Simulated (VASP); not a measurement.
# MgO (F-43m) in VASP: single point with PBEsol

Aim: the single point of MgO with PBEsol.

All numbers are computed with VASP 6.6.1; they aren't measurements. Logs are shortened: lines on timing, memory, paths and dates and some standing lists are left out, and cuts for length are marked.

## 1. The cell of the first run

It takes space group F-43m (No. 216, cubic). Conventional cell: a = 4.564 Å, b = 4.564 Å, c = 4.564 Å, α = 90.00°, β = 90.00°, γ = 90.00°. Mg (site symmetry -43m) has 4 O at 1.98 Å within 2.6 Å. O (site symmetry -43m) has 4 Mg at 1.98 Å within 2.6 Å.

## 2. Single point, PBEsol

Input file INCAR:

```
SYSTEM = MgO
ALGO     = Normal         ! electronic algorithm
EDIFF    = 1E-6           ! SCF threshold, eV
ENCUT    = 600            ! plane-wave cutoff, eV
GGA      = PS             ! functional
GGA_COMPAT= .False.      
ISIF     = 2              ! what is computed and relaxed
ISMEAR   = 0              ! smearing method
ISYM     = 0            
LASPH    = .True.         ! aspherical terms in the spheres
LCHARG   = .False.        ! write CHGCAR
LREAL    = .False.        ! projectors in reciprocal space
LWAVE    = .False.        ! write WAVECAR
NBANDS   = 11             ! bands
NELM     = 120            ! most SCF steps
PREC     = Accurate       ! precision mode
SIGMA    = 0.01           ! smearing width, eV
```

Input file KPOINTS:

```
Automatic mesh
0
Gamma
  6 6 6
  0.5 0.5 0.5
```

Input file POSCAR:

```
MgO
1.0
    0.0000000000      2.2820056624      2.2820056624
    2.2820056624      0.0000000000      2.2820056624
    2.2820056624      2.2820056624      0.0000000000
Mg O
1 1
Direct
    0.0000000000      0.0000000000      0.0000000000
    0.2500000000      0.2500000000      0.2500000000
```

Potentials or basis: VASP PAW PBE potentials, release 64 (Mg, O).

Started as:

```sh
cat potpaw_PBE.64/Mg/POTCAR potpaw_PBE.64/O/POTCAR > POTCAR
mpirun -np 1 vasp_std > vasp.out
```

OUTCAR:

```text
SYSTEM = MgO
   EDIFF = 1E-6
   ENCUT = 600
   GGA = PS
   ISIF = 2
   ISMEAR = 0
   ISYM = 0
   LASPH = .True.
   LREAL = .False.
   NELM = 120
   PREC = Accurate

 ion  position               nearest neighbor table
   1  0.000  0.000  0.000-   2 1.98   2 1.98   2 1.98   2 1.98
   2  0.250  0.250  0.250-   1 1.98   1 1.98   1 1.98   1 1.98

IMPORTANT INFORMATION: All symmetrisations will be switched off!
NOSYMM: (Re-)initialisation of all symmetry stuff for point group C_1.

----------------------------------------------------------------------------------------

                                     Primitive cell

  volume of cell :      23.7673

  direct lattice vectors                    reciprocal lattice vectors
     0.000000000  2.282005662  2.282005662    -0.219105504  0.219105504  0.219105504
     2.282005662  0.000000000  2.282005662     0.219105504 -0.219105504  0.219105504
     2.282005662  2.282005662  0.000000000     0.219105504  0.219105504 -0.219105504

  length of vectors
     3.227243357  3.227243357  3.227243357     0.379501865  0.379501865  0.379501865

  position of ions in fractional coordinates (direct lattice)
     0.000000000  0.000000000  0.000000000
     0.250000000  0.250000000  0.250000000

  ion indices of the primitive-cell ions
   primitive index   ion index
                 1           1
                 2           2

----------------------------------------------------------------------------------------

 KPOINTS: Automatic mesh

Automatic generation of k-mesh.
 Grid dimensions read from file:
 generate k-points for:    6    6    6

 Generating k-lattice:

  Cartesian coordinates                     Fractional coordinates (reciprocal lattice)
    -0.036517584  0.036517584  0.036517584     0.166666667  0.000000000  0.000000000
     0.036517584 -0.036517584  0.036517584     0.000000000  0.166666667  0.000000000
     0.036517584  0.036517584 -0.036517584     0.000000000  0.000000000  0.166666667

  Length of vectors
     0.063250311  0.063250311  0.063250311

  Shift w.r.t. Gamma in fractional coordinates (k-lattice)
     0.500000000  0.500000000  0.500000000

 Subroutine IBZKPT returns following result:
 ===========================================

 Found    432 irreducible k-points:

 Following reciprocal coordinates:
            Coordinates               Weight
  0.083333  0.083333  0.083333      2.000000
  0.083333  0.000000  0.000000      2.000000
  0.000000  0.000000 -0.083333      2.000000
  0.000000  0.083333  0.000000      2.000000
  0.250000  0.083333  0.083333      2.000000
  0.083333  0.250000  0.083333      2.000000
[... 16 lines left out ...]
  0.000000  0.333333 -0.083333      2.000000
  0.333333  0.000000 -0.083333      2.000000
 [... further k-points ...]
[... 25 lines left out ...]
   ISYM   =      0    0-nonsym 1-usesym 2-fastsym
   POTIM  = 0.5000    time-step for ionic-motion
   TEBEG  =    0.0;   TEEND  =   0.0 temperature during run
   PSTRESS=    0.0 pullay stress
   NELECT =       8.0000    total number of electrons
   NUPDOWN=      -1.0000    fix difference up-down
   EMIN   =  10.00;   EMAX   =-10.00  energy-range for DOS
   EFERMI =   0.00;   METHOD = LEGACY
   ISMEAR =     0;   SIGMA  =   0.01  broadening in eV -4-tet -1-fermi 0-gaus
   EFERMI_NEDOS =   21; number of points for ismear=-14 and -15
   IALGO  =     38    algorithm
   IMIX   =      4    mixing-type and parameters
     AMIX     =   0.40;   BMIX     =  1.00
     AMIX_MAG =   1.60;   BMIX_MAG =  1.00
  volume/ion in A,a.u.               =      11.88        80.19
  Fermi-wavevector in a.u.,A,eV,Ry     =   1.138793  2.152007 17.644708  1.296849
  Thomas-Fermi vector in A             =   2.275497
   LORBIT       =      0    0 simple, 1 ext, 2 COOP (PROOUT), +10 PAW based schemes
   GGA     = PS    functional components
   LHFCALC =     F    Hartree Fock is set to
   AEXX    =    0.0000 exact exchange contribution
   IVDW    =     0    specifies the selected vdW correction
   LEPSILON=     F    determine dielectric tensor
   LRPA    =     F    only Hartree local field effects (RPA)
 non-spin polarized calculation
 Gauss-broadening in eV      SIGMA  =   0.01
  energy-cutoff  :      600.00
  volume of cell :       23.77
 maximum number of plane-waves:       806
 NGX is ok and might be reduce to    28
   NGX = 13   NGY = 13   NGZ = 13

 number of electron       8.0000002 magnetization

 Free energy of the ion-electron system (eV)
  ---------------------------------------------------
  ext. energy  EPLUGINS =         0.00000000
  ---------------------------------------------------
  free energy    TOTEN  =       -12.20727155 eV

  energy without entropy =      -12.20727155  energy(sigma->0) =      -12.20727155

 E-fermi :   0.7210     XC(G=0):  -9.9552

 val. band max:        0.6454298895   @ k =   0.0833   0.0000   0.0000
 cond. band min:       4.5977863834   @ k =   0.0833   0.0000   0.0000
 fundamental gap:      3.9523564939
 Fermi energy:         0.7210438361

 k-point     1 :       0.0833    0.0833    0.0833
  band No.  band energies     occupation
      1     -15.1204      2.00000
      2       0.3045      2.00000
      3       0.6454      2.00000
      4       0.6454      2.00000
      5       4.5978      0.00000
      6      16.7042      0.00000
      7      17.3656      0.00000
      8      17.3656      0.00000
      9      19.6353      0.00000
     10      19.6353      0.00000
     11      20.4962      0.00000
[... 309 lines left out ...]
 k-point    24 :       0.3333    0.0000   -0.0833
  band No.  band energies     occupation
      1     -14.5866      2.00000
      2      -1.9766      2.00000
      3       0.3025      2.00000
      4       0.5287      2.00000
      5       8.0813      0.00000
      6      11.8132      0.00000
      7      15.1019      0.00000
      8      15.5784      0.00000
      9      20.4790      0.00000
     10      20.6249      0.00000
     11      21.7482      0.00000

 [... further k-points ...]
[... 5 lines left out ...]
  --------------------------------------------------------------------------------------
  -------------------------------------------------------------------------------------
  Total        0.0687608      0.0687608      0.0687608      0.0000008      0.0000006      0.0000012
  in kB        4.6352286      4.6352341      4.6352314      0.0000572      0.0000373      0.0000841
  external PRESSURE =       4.6352314 kB  Pullay stress =       0.0000000 kB

 VOLUME and BASIS-vectors are now :
 -----------------------------------------------------------------------------
  energy-cutoff  :      600.00
  volume of cell :       23.77
      direct lattice vectors                 reciprocal lattice vectors
     0.000000000  2.282005662  2.282005662    -0.219105504  0.219105504  0.219105504
     2.282005662  0.000000000  2.282005662     0.219105504 -0.219105504  0.219105504
     2.282005662  2.282005662  0.000000000     0.219105504  0.219105504 -0.219105504

 POSITION                                       TOTAL-FORCE (eV/Angst)
 -----------------------------------------------------------------------------------
      0.00000      0.00000      0.00000         0.000001     -0.000000      0.000001
      1.14100      1.14100      1.14100        -0.000001      0.000000     -0.000001
 -----------------------------------------------------------------------------------
    total drift:                               -0.000002      0.000001     -0.000000

  FREE ENERGIE OF THE ION-ELECTRON SYSTEM (eV)
  ---------------------------------------------------
  free  energy   TOTEN  =       -12.2072715522 eV

  energy  without entropy=      -12.2072715522  energy(sigma->0) =      -12.20727155
```

OSZICAR:

```text
N       E                     dE             d eps       ncg     rms          rms(c)
DAV:   1     0.201617908862E+02    0.20162E+02   -0.47718E+03 10272   0.709E+02
DAV:   2    -0.131872809442E+02   -0.33349E+02   -0.32389E+02 10874   0.146E+02
DAV:   3    -0.141792750078E+02   -0.99199E+00   -0.99118E+00 11694   0.233E+01
DAV:   4    -0.141826214467E+02   -0.33464E-02   -0.33464E-02 10368   0.153E+00
DAV:   5    -0.141826357804E+02   -0.14334E-04   -0.14334E-04 11352   0.971E-02    0.778E+00
DAV:   6    -0.122672884745E+02    0.19153E+01   -0.12125E+01 10704   0.180E+01    0.274E+00
DAV:   7    -0.122240996911E+02    0.43189E-01   -0.11470E-01 10239   0.272E+00    0.150E+00
DAV:   8    -0.122081405867E+02    0.15959E-01   -0.44729E-02  9978   0.233E+00    0.331E-01
DAV:   9    -0.122075388325E+02    0.60175E-03   -0.54847E-04 11397   0.166E-01    0.229E-01
DAV:  10    -0.122072729793E+02    0.26585E-03   -0.12080E-03 10257   0.272E-01    0.140E-02
DAV:  11    -0.122072712841E+02    0.16952E-05   -0.20052E-05 10875   0.256E-02    0.645E-03
DAV:  12    -0.122072715522E+02   -0.26812E-06   -0.13762E-06 10362   0.794E-03
   1 F= -.12207272E+02 E0= -.12207272E+02  d E =-.154272E-28
```

It used 200 s of CPU time on 1 thread of AMD EPYC 7R13 Processor (Zen 3), on a shared host.

What came out:

```yaml
Free_energy: -12.2073 eV
Pressure: 0.5 GPa
Band_gap_on_the_k_mesh: 3.95 eV, direct
```

Caveat: the PAW data sets were made with another functional, which shifts forces and pressure a little. A k mesh can miss the band edges.
